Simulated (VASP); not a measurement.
A run of VASP 6.6.1:

Contents of INCAR:

```
PREC = Accurate
ENCUT = 520
EDIFF = 1E-7
ISMEAR = -1
SIGMA = 0.05
LREAL = False
LASPH = True
NELM = 60
ALGO = Normal
ISIF = 2
LWAVE = False
LCHARG = False
GGA = PS
NBANDS = 16
```

Contents of KPOINTS:

```
Automatic mesh
0
Gamma
  13 13 11
```

File POSCAR:

```
ScSi2
1.0
    3.6599987106      0.0000000000      0.0000000000
   -1.8299993553      3.1696518612      0.0000000000
    0.0000000000      0.0000000000      3.8313000000
Sc Si
1 2
Direct
    0.0000000000      0.0000000000      0.0000000000
    0.3333333333      0.6666666667      0.5000000000
    0.6666666667      0.3333333333      0.5000000000
```

Potentials or basis: VASP PAW PBE potentials, release 64 (Sc_sv, Si).

The run is started by

```console
$ cat potpaw_PBE.64/Sc_sv/POTCAR potpaw_PBE.64/Si/POTCAR > POTCAR
$ mpirun -np 1 vasp_std > vasp.out
```

Hardware: 1 thread of Intel(R) Xeon(R) Platinum 8259CL CPU @ 2.50GHz (Skylake/Cascade Lake), with other jobs on the host.

How long does it take, and how much memory?

Run time: 78 s on 1 thread of Intel(R) Xeon(R) Platinum 8259CL CPU @ 2.50GHz (Skylake/Cascade Lake), with other jobs on the host, peak memory 0.21 GiB. Counts: scf iterations 14, k points 126.
